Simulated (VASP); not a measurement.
## Na: single point with LDA

The system is Na.

```
Na
1.0
     3.71766    0.00000    0.00000
    -1.85883    3.21959    0.00000
     0.00000    0.00000    5.89817
Na
2
Direct
  0.26890 0.66667 0.25000
  0.73110 0.33333 0.75000
```

This cell differs from its parent crystal: atoms displaced along a vibrational mode, the cell strained.

* Program: VASP 6.6.1
* Task: single point
* Functional: LDA
* Potentials or basis: VASP PAW LDA potentials, release 64 (Na_pv)
* Cutoff: 520 eV
* k mesh: 15 × 15 × 8
* Occupations: gaussian, width 0.15 eV
* Spin: no spin polarisation

| Property | Result |
| --- | --- |
| Pressure | -0.5 GPa |
| Largest force | 0.070 eV/Å |
| Band gap on the k mesh | zero (bands 7 and 8 overlap by 4.37 eV) |

Forces on the atoms (eV/Å):
```
Na   0.064  0.028  0.000
Na  -0.064 -0.028  0.000
```

Stress tensor (GPa, compression positive):
```
-0.67  0.38  0.00
 0.38 -0.57  0.00
 0.00  0.00 -0.13
```

Levels at points of the mesh, in eV from the Fermi level:
```csv
k point,band 3,band 4,band 5,band 6,band 7,band 8,band 9,band 10,band 11,band 12
"(0.00, 0.00, 0.00)",-24.92,-24.92,-24.92,-24.92,-3.40,0.71,1.14,9.93,10.07,10.15
"(0.00, 0.00, 0.50)",-24.93,-24.93,-24.92,-24.92,-2.29,-2.29,5.98,5.98,10.55,10.55
```

Run time: 6.4 min on 1 thread of Intel Xeon 8259CL, with other jobs on the host, peak memory 0.47 GiB.

Caveat: the cell differs from its parent crystal (atoms displaced along a vibrational mode, the cell strained).
